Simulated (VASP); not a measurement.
Here is a VASP 6.6.1 calculation.

INCAR

```
ALGO     = Normal         # electronic algorithm
EDIFF    = 1E-7           # SCF threshold, eV
ENCUT    = 520            # plane-wave cutoff, eV
GGA      = PE             # functional
ISIF     = 2              # what is computed and relaxed
ISMEAR   = 0              # smearing method
LASPH    = True           # aspherical terms in the spheres
LCHARG   = True           # write CHGCAR
LELF     = True           # ELF
LREAL    = False          # projectors in reciprocal space
LVHAR    = True         
LWAVE    = False          # write WAVECAR
NBANDS   = 46             # bands
NELM     = 80             # most SCF steps
PREC     = Accurate       # precision mode
SIGMA    = 0.02           # smearing width, eV
```

The input KPOINTS:

```
k-points
0
Gamma
  6 4 4
```

POSCAR

```
Zn3CdTe4
1.0
    4.2963365104      0.0000000000      0.0000000000
    0.0000000000      8.6276315829      0.0000000000
    0.0000000000      0.0000000000      6.1020182604
Zn Cd Te
3 1 4
Direct
    0.0000000000      0.7587817153      0.0005827073
    0.5000000000      0.0000000000      0.4991768609
    0.0000000000      0.2412182847      0.0005827073
    0.5000000000      0.5000000000      0.5027038052
    0.5000000000      0.7627895280      0.7597290408
    0.0000000000      0.0000000000      0.2580832360
    0.5000000000      0.2372104720      0.7597290408
    0.0000000000      0.5000000000      0.2194126015
```

Potentials or basis: VASP PAW PBE potentials, release 64 (Zn, Cd, Te).

Command:

```bash
$ cat potpaw_PBE.64/Zn/POTCAR potpaw_PBE.64/Cd/POTCAR potpaw_PBE.64/Te/POTCAR > POTCAR
$ mpirun -np 1 vasp_std > vasp.out
```

Predict the pressure.

4.9 GPa.

What does it give for the largest force?

0.009 eV/Å.

What does it give for the band gap on the k mesh?

1.26 eV.

Forces on the atoms (eV/Å):
```
Zn   0.000 -0.002 -0.001
Zn   0.000  0.000 -0.002
Zn   0.000  0.002 -0.001
Cd   0.000  0.000  0.001
Te   0.000  0.006  0.006
Te   0.000  0.000  0.001
Te   0.000 -0.006  0.006
Te   0.000  0.000 -0.009
```

Caveat: the cell stands under pressure; spin-orbit coupling is left out, which moves the levels of the heavy elements. A k mesh can miss the band edges.
